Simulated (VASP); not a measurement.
Here is a VASP 6.6.1 calculation.

File POSCAR:

```
Rh
1.0
    2.7004618279      0.0000000000      0.0000000000
   -1.3502309140      2.3386685449      0.0000000000
    0.0000000000      0.0000000000      4.3434565406
Rh
2
Direct
    0.6666666667      0.3333333333      0.7500000000
    0.3333333333      0.6666666667      0.2500000000
```

File INCAR.step1:

```
PREC = Accurate
ENCUT = 680
ISMEAR = 0
SIGMA = 0.1
LREAL = False
LASPH = True
NELM = 120
NBANDS = 24
GGA = PE
ALGO = Normal
EDIFF = 1E-5
LWAVE = True
LCHARG = False
GGA_COMPAT = False
```

INCAR.step2

```
PREC = Accurate
ENCUT = 680
EDIFF = 1E-6
ISMEAR = 0
SIGMA = 0.1
LREAL = False
LASPH = True
NELM = 120
ALGO = Normal
ISIF = 2
LWAVE = False
LCHARG = False
METAGGA = R2SCAN
LMIXTAU = True
NBANDS = 24
ISTART = 1
GGA_COMPAT = False
```

The input KPOINTS:

```
Automatic mesh
0
Gamma
  18 18 10
```

Potentials or basis: VASP PAW PBE potentials, release 64 (Rh_sv_GW).

Command:

```sh
$ cat potpaw_PBE.64/Rh_sv_GW/POTCAR > POTCAR
$ cp INCAR.step1 INCAR
$ mpirun -np 1 vasp_std > vasp.out
$ cp INCAR.step2 INCAR
$ mpirun -np 1 vasp_std > vasp.out
```

Q: What does it give for the band gap on the k mesh?

A: Zero (bands 17 and 18 overlap by 2.49 eV).

Q: Predict the pressure.

A: 1.0 GPa.

Caveat: the PAW data sets were made with another functional, which shifts forces and pressure a little.
